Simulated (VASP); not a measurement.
Write the native input for VASP 6.6.1 that does the following.

- Task: electric field gradients
- Functional: PBEsol
- Potentials or basis: VASP PAW PBE potentials, release 64 (Si, Mo_sv)
- Cutoff: 520 eV
- k mesh: 12 × 12 × 16
- Occupations: fermi-dirac, width 0.03 eV
- Spin: no spin polarisation
- Dipole correction: no
- Further INCAR settings: ALGO = Normal; EDIFF = 1e-08; NBANDS = 18; ISYM = 0

The structure of Si2Mo lies in POSCAR:

```
Si2Mo
1.0
   -1.6000000000      1.6000000000      3.8911950000
    1.6000000000     -1.6000000000      3.8911950000
    1.6000000000      1.6000000000     -3.8911950000
Si Mo
2 1
Direct
    0.3330000000      0.3330000000      0.0000000000
    0.6670000000      0.6670000000      0.0000000000
    0.0000000000      0.0000000000      0.0000000000
```

This cell differs from its parent crystal: zz strain of -1 %.

One way to write it, as run:

INCAR

```
  PREC = Accurate
  ENCUT = 520
  EDIFF = 1E-8
  ISMEAR = -1
  SIGMA = 0.03
  LREAL = False
  LASPH = True
  NELM = 100
  ALGO = Normal
  ISIF = 2
  LWAVE = False
  LCHARG = False
  GGA = PS
  LEFG = True
  ISYM = 0
  NBANDS = 18
```

KPOINTS

```
regular mesh
0
Gamma
  12 12 16
```

Potentials or basis: VASP PAW PBE potentials, release 64 (Si, Mo_sv).

Command:

```sh
$ cat potpaw_PBE.64/Si/POTCAR potpaw_PBE.64/Mo_sv/POTCAR > POTCAR
$ mpirun -np 1 vasp_std > vasp.out
```

It gave:

The pressure is 0.0 GPa. The largest force is 0.310 eV/Å and the band gap on the k mesh is zero (bands 11 and 12 overlap by 1.03 eV). The largest electric field gradient by atom is Si -14.0; Mo -71.5 V/Å².

Caveat: the cell differs from its parent crystal (zz strain of -1 %); without QUAD_EFG the Cq values of the log hold for a quadrupole moment of 1 mb, not for the nuclei; the PAW data sets were made with another functional, which shifts forces and pressure a little.

It took 41 min on 1 thread of Oxide Virtual Turin-like Processor (shared host), peak memory 0.81 GiB.
